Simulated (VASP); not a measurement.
Set up this calculation in VASP 6.6.1, as the native input.

```
Task                   : single point
Functional             : LDA
Potentials or basis    : VASP PAW LDA potentials, release 64 (Pd, Ge_d)
Cutoff                 : 520 eV
k mesh                 : 7 × 7 × 7
Occupations            : fermi-dirac, width 0.05 eV
Spin                   : no spin polarisation
Dipole correction      : no
Further INCAR settings : ALGO = Normal; EDIFF = 1e-06; NBANDS = 34
```

The structure of Ge3Pd lies in POSCAR:

```
Ge3Pd
1.0
    4.2232597616      0.0000000000      0.0000000000
    0.0000000000      4.2232597616      0.0000000000
    0.0000000000      0.0000000000      4.2232597616
Pd Ge
1 3
Direct
    0.0000000000      0.0000000000      0.0000000000
    0.5000000000      0.5000000000      0.0000000000
    0.5000000000      0.0000000000      0.5000000000
    0.0000000000      0.5000000000      0.5000000000
```

This cell differs from its parent crystal: volume scaled by 1.06.

One way to write it, as run:

INCAR

```
ALGO = Normal
EDIFF = 1E-6
ENCUT = 520
GGA = CA
ISIF = 2
ISMEAR = -1
LASPH = True
LCHARG = True
LELF = True
LREAL = False
LVHAR = True
LWAVE = False
NBANDS = 34
NELM = 60
PREC = Accurate
SIGMA = 0.05
```

KPOINTS

```
k-points
0
Gamma
  7 7 7
```

Potentials or basis: VASP PAW LDA potentials, release 64 (Pd, Ge_d).

The run is started by

```sh
$ cat potpaw_LDA.64/Pd/POTCAR potpaw_LDA.64/Ge_d/POTCAR > POTCAR
$ mpirun -np 1 vasp_std > vasp.out
```

It gave:

| Property | Result |
| --- | --- |
| Pressure | -10.5 GPa |
| Band gap on the k mesh | zero (band 26 reaches 6.71 eV, above the bottom of band 27 at 5.18 eV) |

It took 26 s on 1 thread of Intel Xeon 6975P-C, on a shared host, peak memory 0.18 GiB.
